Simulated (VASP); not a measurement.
Wanted: the native input for a VASP 6.6.1 run.

| Item | Value |
| --- | --- |
| Task | relaxation of cell and atoms |
| Functional | PBEsol |
| Potentials or basis | VASP PAW PBE potentials, release 64 (Ca_sv, O) |
| Cutoff | 600 eV |
| k mesh | 8 × 8 × 8 |
| Occupations | gaussian, width 0.1 eV |
| Spin | no spin polarisation |
| Dipole correction | no |
| Further INCAR settings | ALGO = Normal; EDIFF = 1e-07; IBRION = 2; EDIFFG = -0.05; NSW = 100; ISIF = 3 |

The structure of CaO lies in POSCAR:

```
CaO
1.0
    0.0000000000      2.4535000000      2.4535000000
    2.4535000000      0.0000000000      2.4535000000
    2.4535000000      2.4535000000      0.0000000000
Ca O
1 1
Direct
    0.0000000000      0.0000000000      0.0000000000
    0.5000000000      0.5000000000      0.5000000000
```

These files were run (other wordings do the same):

INCAR

```
SYSTEM = CaO
ALGO = Normal
EDIFF = 1E-7
EDIFFG = -0.05
ENCUT = 600
GGA = PS
GGA_COMPAT = .FALSE.
IBRION = 2
ISIF = 3
ISMEAR = 0
LASPH = .TRUE.
LCHARG = .FALSE.
LREAL = .FALSE.
LWAVE = .FALSE.
NELM = 120
NELMIN = 4
NSW = 100
PREC = Accurate
SIGMA = 0.1
```

KPOINTS

```
k-points
0
G
  8 8 8
  0 0 0
```

Potentials or basis: VASP PAW PBE potentials, release 64 (Ca_sv, O).

Command:

```console
$ cat potpaw_PBE.64/Ca_sv/POTCAR potpaw_PBE.64/O/POTCAR > POTCAR
$ mpirun -np 1 vasp_std > vasp.out
```

It gave:

- Relaxed volume: 13.60 Å³/atom
- Relaxed cell: a = 3.376 Å, b = 3.376 Å, c = 3.376 Å, α = 60.00°, β = 60.00°, γ = 60.00°
- Space group after relaxing (to 0.1 Å): Fm-3m (No. 225)
- Energy gained by relaxing: 31.0 meV/atom
- Ionic steps: 3
- Pressure after relaxing: 0.0 GPa
- Band gap on the k mesh: 3.53 eV (least direct gap 3.90 eV)

Caveat: the PAW data sets were made with another functional, which shifts forces and pressure a little.

Run time: 55 s on 1 thread of Intel Xeon 8259CL, with other jobs on the host, peak memory 0.18 GiB.
